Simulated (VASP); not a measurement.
A run of VASP 6.6.1:

File INCAR:

```
ALGO = Normal
EDIFF = 1E-7
ENCUT = 520
GGA = RP
ISIF = 2
ISMEAR = -1
LASPH = T
LCHARG = F
LREAL = F
LWAVE = F
NBANDS = 12
NELM = 60
PREC = Accurate
SIGMA = 0.1
```

The input KPOINTS:

```
k-points
0
Gamma
  13 13 13
```

File POSCAR:

```
Nb
1.0
    2.6233326676      0.0000000000      0.0000000000
    0.0000000000      2.6233326676      0.0000000000
    0.0000000000      0.0000000000      2.6233326676
Nb
1
Direct
    0.0000000000      0.0000000000      0.0000000000
```

Potentials or basis: VASP PAW PBE potentials, release 64 (Nb_sv).

Launch:

```bash
$ cat potpaw_PBE.64/Nb_sv/POTCAR > POTCAR
$ mpirun -np 1 vasp_std > vasp.out
```

Hardware: 1 thread of Intel Xeon 8259CL, on a shared host.

Problem. How long does it take, and how much memory?

Solution. Run time: 20 s on 1 thread of Intel Xeon 8259CL, on a shared host, peak memory 0.14 GiB. Counts: scf iterations 14, k points 84.
